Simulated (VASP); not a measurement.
# PtSe2 (P-3m1) in VASP: a series of runs

Runs on PtSe2. Level: LDA. Tasks: single point, relaxation of cell and atoms.

Everything below comes from runs of VASP 6.6.1. Logs are shortened: lines on timing, memory, paths and dates and some standing lists are left out, and cuts for length are marked.

## Step 1: The cell of the first run

It takes space group P-3m1 (No. 164, trigonal). The conventional cell has a = 3.743 Å, b = 3.743 Å, c = 4.756 Å, α = 90.00°, β = 90.00°, γ = 120.00°. Pt (site symmetry -3m) has 6 Se at 2.50 Å within 3.3 Å. Se (site symmetry 3m) has 3 Pt at 2.50 Å and 6 Se at 3.11 to 3.32 Å within 3.4 Å.

## Step 2: Single point, LDA

The input, INCAR:

```
SYSTEM = PtSe2
  PREC = Accurate
  ENCUT = 520
  EDIFF = 1E-6
  ISMEAR = 0
  SIGMA = 0.02
  LREAL = .FALSE.
  LASPH = .TRUE.
  NELM = 80
  ALGO = Normal
  ISIF = 2
  LWAVE = .FALSE.
  LCHARG = .TRUE.
  LELF = .TRUE.
  LVHAR = .TRUE.
  NBANDS = 18
```

The input, KPOINTS:

```
Automatic mesh
0
G
  14 14 10
  0 0 0
```

The input, POSCAR:

```
PtSe2
1.0
    3.7425026834      0.0000000000      0.0000000000
   -1.8712513417      3.2411023975      0.0000000000
    0.0000000000      0.0000000000      4.7559536351
Pt Se
1 2
Direct
    0.0000000000      0.0000000000      0.0000000000
    0.3333333333      0.6666666667      0.2647437209
    0.6666666667      0.3333333333      0.7352562791
```

Potentials or basis: VASP PAW LDA potentials, release 64 (Pt, Se).

Started as:

```
$ cat potpaw_LDA.64/Pt/POTCAR potpaw_LDA.64/Se/POTCAR > POTCAR
$ mpirun -np 1 vasp_std > vasp.out
```

OUTCAR:

```text
SYSTEM = PtSe2
   PREC = Accurate
   ENCUT = 520
   EDIFF = 1E-6
   ISMEAR = 0
   LREAL = .FALSE.
   LASPH = .TRUE.
   NELM = 80
   ISIF = 2

 ion  position               nearest neighbor table
   1  0.000  0.000  0.000-   2 2.50   3 2.50   2 2.50   3 2.50   3 2.50   2 2.50
   2  0.333  0.667  0.265-   1 2.50   1 2.50   1 2.50
   3  0.667  0.333  0.735-   1 2.50   1 2.50   1 2.50

  LATTYP: Found a hexagonal cell.
 ALAT       =     3.7425026834
 C/A-ratio  =     1.2707949833

  Lattice vectors:

 A1 = (   3.7425026834,   0.0000000000,   0.0000000000)
 A2 = (  -1.8712513417,   3.2411023975,   0.0000000000)
 A3 = (   0.0000000000,   0.0000000000,   4.7559536351)

Analysis of symmetry for initial positions (statically):
=====================================================================
 Subroutine PRICEL returns:
 Original cell was already a primitive cell.

 Routine SETGRP: Setting up the symmetry group for a
 hexagonal supercell.

 Subroutine GETGRP returns: Found 12 space group operations
 (whereof 12 operations were pure point group operations)
 out of a pool of 24 trial point group operations.

The static configuration has the point symmetry D_3d.

Analysis of symmetry for dynamics (positions and initial velocities):
=====================================================================
 Subroutine PRICEL returns:
 Original cell was already a primitive cell.

 Routine SETGRP: Setting up the symmetry group for a
 hexagonal supercell.

 Subroutine GETGRP returns: Found 12 space group operations
 (whereof 12 operations were pure point group operations)
 out of a pool of 24 trial point group operations.

The dynamic configuration has the point symmetry D_3d.

 Subroutine INISYM returns: Found 12 space group operations
 (whereof 12 operations are pure point group operations),
 and found     1 'primitive' translations

----------------------------------------------------------------------------------------

                                     Primitive cell

  volume of cell :      57.6889
[... 82 lines left out ...]
   PREC   = accura    normal or accurate (medium, high low for compatibility)
   ISTART =      0    job   : 0-new  1-cont  2-samecut
   ICHARG =      2    charge: 1-file 2-atom 10-const
   ISPIN  =      1    spin polarized calculation?
   LNONCOLLINEAR =      F non collinear calculations
   LSORBIT =      F    spin-orbit coupling
   LASPH  =      T    aspherical Exc in radial PAW
   ENCUT  =  520.0 eV  38.22 Ry    6.18 a.u.   6.96  6.96  8.84*2*pi/ulx,y,z
   NELM   =     80;   NELMIN=  2; NELMDL= -5     # of ELM steps
   EDIFF  = 0.1E-05   stopping-criterion for ELM
   LREAL  =      F    real-space projection
   EDIFFG = 0.1E-04   stopping-criterion for IOM
   NSW    =      0    number of steps for IOM
   IBRION =     -1    ionic relax: 0-MD 1-quasi-New 2-CG
   NFREE  =      0    steps in history (QN), initial steepest desc. (CG)
   ISIF   =      2    stress and relaxation
   ISYM   =      2    0-nonsym 1-usesym 2-fastsym
   POTIM  = 0.5000    time-step for ionic-motion
   TEBEG  =    0.0;   TEEND  =   0.0 temperature during run
   PSTRESS=    0.0 pullay stress
   NELECT =      22.0000    total number of electrons
   NUPDOWN=      -1.0000    fix difference up-down
   EMIN   =  10.00;   EMAX   =-10.00  energy-range for DOS
   EFERMI =   0.00;   METHOD = LEGACY
   ISMEAR =     0;   SIGMA  =   0.02  broadening in eV -4-tet -1-fermi 0-gaus
   EFERMI_NEDOS =   21; number of points for ismear=-14 and -15
   IALGO  =     38    algorithm
   IMIX   =      4    mixing-type and parameters
     AMIX     =   0.40;   BMIX     =  1.00
     AMIX_MAG =   1.60;   BMIX_MAG =  1.00
  volume/ion in A,a.u.               =      19.23       129.77
  Fermi-wavevector in a.u.,A,eV,Ry     =   1.187185  2.243453 19.176148  1.409407
  Thomas-Fermi vector in A             =   2.323341
   LORBIT       =      0    0 simple, 1 ext, 2 COOP (PROOUT), +10 PAW based schemes
   GGA     = CA    functional components
   LHFCALC =     F    Hartree Fock is set to
   AEXX    =    0.0000 exact exchange contribution
   IVDW    =     0    specifies the selected vdW correction
   LEPSILON=     F    determine dielectric tensor
   LRPA    =     F    only Hartree local field effects (RPA)
 non-spin polarized calculation
 Gauss-broadening in eV      SIGMA  =   0.02
  energy-cutoff  :      520.00
  volume of cell :       57.69
 maximum number of plane-waves:      1578
   NGX = 13   NGY = 13   NGZ = 17

 number of electron      21.9999998 magnetization

 Free energy of the ion-electron system (eV)
  ---------------------------------------------------
  ext. energy  EPLUGINS =         0.00000000
  ---------------------------------------------------
  free energy    TOTEN  =       -17.09226797 eV

  energy without entropy =      -17.09215027  energy(sigma->0) =      -17.09220912

 E-fermi :   7.1018     XC(G=0): -11.2108

 val. band max:        7.0947267876   @ k =   0.0000   0.1429   0.3000
 cond. band min:       7.1110170467   @ k =   0.0000   0.2857   0.3000
 fundamental gap:      0.0162902591
 Fermi energy:         7.1017815941

 k-point     1 :       0.0000    0.0000    0.0000
  band No.  band energies     occupation
      1      -8.8327      2.00000
      2      -5.5199      2.00000
      3      -0.2459      2.00000
      4       0.6080      2.00000
      5       0.6080      2.00000
      6       3.1671      2.00000
[... 481 lines left out ...]
      5       1.0178      2.00000
      6       2.3220      2.00000
[... 10 lines left out ...]
     17      15.6630      0.00000
     18      17.6961      0.00000

 [... further k-points ...]

------------------------ aborting loop because EDIFF is reached ----------------------------------------

  FORCE on cell =-STRESS in cart. coord.  units (eV):
  Direction    XX          YY          ZZ          XY          YZ          ZX
  --------------------------------------------------------------------------------------
  -------------------------------------------------------------------------------------
  Total        0.1768781      0.1768781      0.1062802      0.0000000      0.0000000      0.0000000
  in kB        4.9123826      4.9123826      2.9516893      0.0000000      0.0000000      0.0000000
  external PRESSURE =       4.2588181 kB  Pullay stress =       0.0000000 kB

 VOLUME and BASIS-vectors are now :
 -----------------------------------------------------------------------------
  energy-cutoff  :      520.00
  volume of cell :       57.69
      direct lattice vectors                 reciprocal lattice vectors
     3.742502683  0.000000000  0.000000000     0.267200877  0.154268498  0.000000000
    -1.871251342  3.241102398  0.000000000     0.000000000  0.308536997  0.000000000
     0.000000000  0.000000000  4.755953635     0.000000000  0.000000000  0.210262773

 POSITION                                       TOTAL-FORCE (eV/Angst)
 -----------------------------------------------------------------------------------
      0.00000      0.00000      0.00000         0.000000      0.000000      0.000000
     -0.00000      2.16073      1.25911        -0.000000      0.000000      0.051779
      1.87125      1.08037      3.49684         0.000000      0.000000     -0.051779
 -----------------------------------------------------------------------------------
    total drift:                               -0.000000     -0.000000      0.000000

  FREE ENERGIE OF THE ION-ELECTRON SYSTEM (eV)
  ---------------------------------------------------
  free  energy   TOTEN  =       -17.0922679701 eV

  energy  without entropy=      -17.0921502660  energy(sigma->0) =      -17.09220912
```

OSZICAR:

```text
N       E                     dE             d eps       ncg     rms          rms(c)
DAV:   1     0.106451454381E+03    0.10645E+03   -0.10140E+04  7608   0.108E+03
DAV:   2    -0.128755894654E+02   -0.11933E+03   -0.11532E+03  9232   0.213E+02
DAV:   3    -0.178522034461E+02   -0.49766E+01   -0.49266E+01  8966   0.430E+01
DAV:   4    -0.178906585581E+02   -0.38455E-01   -0.38435E-01  9346   0.410E+00
DAV:   5    -0.178910127782E+02   -0.35422E-03   -0.35421E-03  9062   0.385E-01    0.131E+01
DAV:   6    -0.173293101965E+02    0.56170E+00   -0.41182E+00  7762   0.179E+01    0.806E+00
DAV:   7    -0.171234969584E+02    0.20581E+00   -0.78950E-01  7680   0.872E+00    0.402E+00
DAV:   8    -0.170950081954E+02    0.28489E-01   -0.53619E-02  8206   0.161E+00    0.770E-01
DAV:   9    -0.170922967694E+02    0.27114E-02   -0.60027E-03  8168   0.709E-01    0.198E-01
DAV:  10    -0.170922742058E+02    0.22564E-04   -0.10235E-03  8346   0.196E-01    0.396E-02
DAV:  11    -0.170922691186E+02    0.50872E-05   -0.44501E-05  8866   0.526E-02    0.255E-02
DAV:  12    -0.170922680786E+02    0.10400E-05   -0.44845E-06  8432   0.121E-02    0.279E-03
DAV:  13    -0.170922679701E+02    0.10850E-06   -0.48531E-07  4330   0.545E-03
   1 F= -.17092268E+02 E0= -.17092209E+02  d E =-.117704E-03
```

It took 3.3 min on 1 thread of Intel Xeon 8259CL, shared host; peak memory 0.33 GiB.

Results:

```yaml
Free_energy: -17.0923 eV
Pressure: 0.4 GPa
Largest_force: 0.052 eV/Å
Band_gap_on_the_k_mesh: zero (bands 11 and 12 overlap by 1.04 eV)
```

Forces in eV/Å, atoms in the order of the input:
```
Pt   0.000  0.000  0.000
Se   0.000  0.000  0.052
Se   0.000  0.000 -0.052
```

Caveat: spin-orbit coupling is left out, which moves the levels of the heavy elements.

## Step 3: Relaxation of cell and atoms, LDA

This run uses another cell than the first one, of 20.27 Å³/atom.

The input, INCAR:

```
PREC = Accurate
ENCUT = 600
EDIFF = 1E-6
ISMEAR = 0
SIGMA = 0.02
LREAL = F
LASPH = T
NELM = 80
ALGO = Normal
ISIF = 3
LWAVE = F
LCHARG = F
GGA = CA
IBRION = 2
NSW = 80
EDIFFG = -0.001
```

The input, KPOINTS:

```
Automatic mesh
0
Gamma
  14 14 10
```

The input, POSCAR:

```
PtSe2
1.0
    3.7240000000      0.0000000000      0.0000000000
   -1.8620000000      3.2250786037      0.0000000000
    0.0000000000      0.0000000000      5.0620000000
Pt Se
1 2
Direct
    0.0000000000      0.0000000000      0.0000000000
    0.3333333333      0.6666666667      0.2500000000
    0.6666666667      0.3333333333      0.7500000000
```

Potentials or basis: VASP PAW LDA potentials, release 64 (Pt, Se).

Started as:

```
$ cat potpaw_LDA.64/Pt/POTCAR potpaw_LDA.64/Se/POTCAR > POTCAR
$ mpirun -np 1 vasp_std > vasp.out
```

OUTCAR:

```text
PREC = Accurate
   ENCUT = 600
   EDIFF = 1E-6
   ISMEAR = 0
   LREAL = F
   LASPH = T
   NELM = 80
   ISIF = 3
   GGA = CA
   IBRION = 2
   NSW = 80
   EDIFFG = -0.001

 ion  position               nearest neighbor table
   1  0.000  0.000  0.000-   2 2.49   3 2.49   3 2.49   2 2.49   3 2.49   2 2.49
   2  0.333  0.667  0.250-   1 2.49   1 2.49   1 2.49
   3  0.667  0.333  0.750-   1 2.49   1 2.49   1 2.49

  LATTYP: Found a hexagonal cell.
 ALAT       =     3.7240000000
 C/A-ratio  =     1.3592910849

  Lattice vectors:

 A1 = (   3.7240000000,   0.0000000000,   0.0000000000)
 A2 = (  -1.8620000000,   3.2250786037,   0.0000000000)
 A3 = (   0.0000000000,   0.0000000000,   5.0620000000)

Analysis of symmetry for initial positions (statically):
=====================================================================
 Subroutine PRICEL returns:
[... 388 lines left out ...]
      8       4.5880      2.00000
      9       6.0454      2.00000
     10       6.0454      2.00000
     11       7.9302      0.00000
     12       8.1586      0.00000
     13       8.1586      0.00000
     14      10.2246      0.00000
[... 401 lines left out ...]
      2      -6.6431      2.00000
      3      -0.0656      2.00000
      4       0.9328      2.00000
      5       1.0129      2.00000
      6       2.3166      2.00000
      7       2.4658      2.00000
      8       3.3803      2.00000
      9       4.7126      2.00000
     10       5.0170      2.00000
     11       5.6053      2.00000
     12       7.0031      2.00000
     13       7.2230      0.00000
     14      11.0201      0.00000
     15      14.4190      0.00000

 [... further k-points ...]

------------------------ aborting loop because EDIFF is reached ----------------------------------------

  FORCE on cell =-STRESS in cart. coord.  units (eV):
  Direction    XX          YY          ZZ          XY          YZ          ZX
  --------------------------------------------------------------------------------------
  -------------------------------------------------------------------------------------
  Total        0.0017964      0.0017964     -0.0002139     -0.0000000      0.0000000      0.0000000
  in kB        0.0498109      0.0498109     -0.0059319     -0.0000000      0.0000000      0.0000000
  external PRESSURE =       0.0312300 kB  Pullay stress =       0.0000000 kB
[... 18 lines left out ...]
  FREE ENERGIE OF THE ION-ELECTRON SYSTEM (eV)
  ---------------------------------------------------
  free  energy   TOTEN  =       -17.0930062498 eV

  energy  without entropy=      -17.0928992878  energy(sigma->0) =      -17.09295277

 reached required accuracy - stopping structural energy minimisation
```

OSZICAR:

```text
N       E                     dE             d eps       ncg     rms          rms(c)
DAV:   1     0.124758261068E+03    0.12476E+03   -0.11113E+04  6240   0.145E+03
DAV:   2    -0.121577457422E+02   -0.13692E+03   -0.13387E+03  7950   0.252E+02
DAV:   3    -0.178653701773E+02   -0.57076E+01   -0.56374E+01  7661   0.538E+01
DAV:   4    -0.179166618055E+02   -0.51292E-01   -0.51280E-01  7598   0.546E+00
[... 219 lines left out ...]
DAV:   2    -0.170930059912E+02    0.89312E-08   -0.31890E-08  3120   0.205E-03
  36 F= -.17093006E+02 E0= -.17092952E+02  d E =-.641571E-07
       N       E                     dE             d eps       ncg     rms          rms(c)
DAV:   1    -0.170930075085E+02   -0.15084E-05   -0.33789E-05  6681   0.503E-02    0.757E-03
DAV:   2    -0.170930065045E+02    0.10040E-05   -0.62741E-06  6380   0.264E-02    0.499E-03
DAV:   3    -0.170930062498E+02    0.25471E-06   -0.57866E-07  3141   0.846E-03
  37 F= -.17093006E+02 E0= -.17092953E+02  d E =-.258617E-06
```

CONTCAR:

```text
PtSe2
   1.00000000000000
     3.7466521740040006   -0.0000000000000000   -0.0000000000000000
    -1.8733260870020003    3.2446959618385303    0.0000000000000000
    -0.0000000000000000   -0.0000000000000000    4.7531738119100542
  Pt              Se
     1     2
Direct
     0.0000000000000000    0.0000000000000000    0.0000000000000000
     0.3333333332999970    0.6666666667000030    0.2653357623339736
     0.6666666667000030    0.3333333332999970    0.7346642376660266

  0.00000000E+00  0.00000000E+00  0.00000000E+00
  0.00000000E+00  0.00000000E+00  0.00000000E+00
  0.00000000E+00  0.00000000E+00  0.00000000E+00
```

Run time: 50 min. Hardware: 1 thread of Intel Xeon 8259CL, shared host; peak memory 0.39 GiB.

What came out:

```yaml
Free_energy: -17.0930 eV
Relaxed_volume: 19.26 Å³/atom
Relaxed_cell: a = 3.747 Å, b = 3.747 Å, c = 4.753 Å, α = 90.00°, β = 90.00°, γ = 120.00°
Space_group_after_relaxing_to_0.1_Å: P-3m1 (No. 164)
Energy_gained_by_relaxing: 11.3 meV/atom
Ionic_steps: 37
Pressure_after_relaxing: 0.0 GPa
Band_gap_on_the_k_mesh: zero (bands 11 and 12 overlap by 1.05 eV)
```

The path:
| step | energy change (eV) | largest force (eV/Å) | pressure (GPa) | volume (Å³) |
| --- | --- | --- | --- | --- |
| 1 | 0.0000 | 0.2105 | -0.05 | 60.80 |
| 2 | -0.0060 | 0.1166 | -0.85 | 60.74 |
| 3 | -0.0112 | 0.0780 | -2.44 | 60.61 |
| 4 | -0.0126 | 0.0781 | -2.40 | 60.51 |
| 5 | -0.0167 | 0.0774 | -2.25 | 60.19 |
| 6 | -0.0237 | 0.0720 | -1.88 | 59.56 |
| 7 | -0.0322 | 0.0859 | -1.07 | 58.29 |
| 8 | -0.0328 | 0.0997 | -0.68 | 57.80 |
| 9 | -0.0328 | 0.0945 | -0.79 | 57.94 |
| 10 | -0.0336 | 0.0487 | -0.41 | 57.89 |
| 11 | -0.0338 | 0.0059 | -0.06 | 57.85 |
| 12 | -0.0338 | 0.0078 | -0.08 | 57.85 |
| 13 | -0.0338 | 0.0068 | -0.07 | 57.83 |
| 14 | -0.0338 | 0.0046 | -0.02 | 57.79 |
| 15 | -0.0338 | 0.0000 | 0.08 | 57.71 |
| 16 | -0.0338 | 0.0029 | -0.02 | 57.77 |
| 17 | -0.0338 | 0.0019 | 0.03 | 57.75 |
| 18 | -0.0338 | 0.0024 | 0.01 | 57.76 |
| 19 | -0.0338 | 0.0028 | 0.00 | 57.76 |
| 20 | -0.0338 | 0.0028 | 0.01 | 57.77 |
| 21 | -0.0338 | 0.0032 | -0.01 | 57.77 |
| 22 | -0.0338 | 0.0015 | 0.01 | 57.77 |
| 23 | -0.0338 | 0.0009 | 0.01 | 57.77 |
| 24 | -0.0338 | 0.0005 | 0.00 | 57.77 |
| 25 | -0.0338 | 0.0002 | 0.00 | 57.78 |
| 26 | -0.0338 | 0.0006 | 0.01 | 57.79 |
| 27 | -0.0338 | 0.0018 | -0.03 | 57.80 |
| 28 | -0.0338 | 0.0003 | -0.02 | 57.79 |
| 29 | -0.0338 | 0.0003 | -0.01 | 57.79 |
| 30 | -0.0338 | 0.0001 | -0.02 | 57.79 |
| 31 | -0.0338 | 0.0018 | -0.01 | 57.78 |
| 32 | -0.0338 | 0.0066 | 0.07 | 57.75 |
| 33 | -0.0338 | 0.0028 | 0.02 | 57.77 |
| 34 | -0.0338 | 0.0020 | 0.01 | 57.78 |
| 35 | -0.0338 | 0.0020 | 0.01 | 57.78 |
| 36 | -0.0338 | 0.0020 | 0.01 | 57.78 |
| 37 | -0.0338 | 0.0005 | 0.00 | 57.78 |

Final structure:
```xyz
3
Lattice="3.7467 0.0000 0.0000 -1.8733 3.2447 0.0000 0.0000 0.0000 4.7532" Properties=species:S:1:pos:R:3 pbc="T T T"
Pt    0.0000    0.0000    0.0000
Se    0.0000    2.1631    1.2612
Se    1.8733    1.0816    3.4920
```

Caveat: spin-orbit coupling is left out, which moves the levels of the heavy elements.
